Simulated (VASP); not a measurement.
# LaBi2As3: single point with r2SCAN+rVV10

Crystal: LaBi2As3.

```
CELL_PARAMETERS angstrom
3.11628 -5.01936 0.00000
3.11628 5.01936 0.00000
0.00000 0.00000 5.12148
ATOMIC_POSITIONS crystal
La 0.50000 0.50000 0.00000
Bi 0.00000 0.50000 0.50000
Bi 0.50000 0.00000 0.50000
As 0.14343 0.85657 0.00000
As 0.85657 0.14343 0.00000
As 0.00000 0.00000 0.50000
```

```
Program                : VASP 6.6.1
Task                   : single point
Functional             : r2SCAN
Dispersion             : rVV10
Potentials or basis    : VASP PAW PBE potentials, release 64 (La, Bi_d, As)
Cutoff                 : 520 eV
k mesh                 : 6 × 6 × 6
Occupations            : fermi-dirac, width 0.03 eV
Spin                   : no spin polarisation
Dipole correction      : no
Further INCAR settings : ALGO = Normal; EDIFF = 1e-06; NBANDS = 37
```

```yaml
Pressure: 0.3 GPa
Largest_force: 0.306 eV/Å
Band_gap_on_the_k_mesh: zero (bands 28 and 29 overlap by 2.02 eV)
```

Forces in eV/Å, atoms in the order of the input:
```
La   0.000  0.000  0.000
Bi   0.000  0.000  0.000
Bi   0.000  0.000  0.000
As   0.000  0.306  0.000
As   0.000 -0.306  0.000
As   0.000  0.000  0.000
```

Stress tensor (GPa, compression positive):
```
 0.52  0.00  0.00
 0.00 -0.23  0.00
 0.00  0.00  0.73
```

Levels at points of the mesh, in eV from the Fermi level:
```tsv
k point	band 26	band 27	band 28	band 29	band 30	band 31
(0.00, 0.00, 0.00)	-1.67	-1.01	-0.49	-0.46	0.00	0.90
(0.50, 0.00, 0.00)	-1.84	-1.34	-1.30	-1.11	1.05	1.19
(0.50, 0.50, 0.00)	-1.85	-1.20	-1.18	-0.44	1.04	1.30
(0.00, 0.00, 0.50)	-1.02	-0.57	0.32	1.33	1.39	1.39
(0.50, 0.00, 0.50)	-1.42	-0.92	-0.88	0.27	0.60	0.71
(0.50, 0.50, 0.50)	-1.43	-1.17	-0.63	0.42	0.80	0.92
```

Run time: 14 min on 1 thread of Intel(R) Xeon(R) Platinum 8488C (Sapphire Rapids) (shared host), peak memory 0.87 GiB.

Caveat: the PAW data sets were made with another functional, which shifts forces and pressure a little; spin-orbit coupling is left out, which moves the levels of the heavy elements.
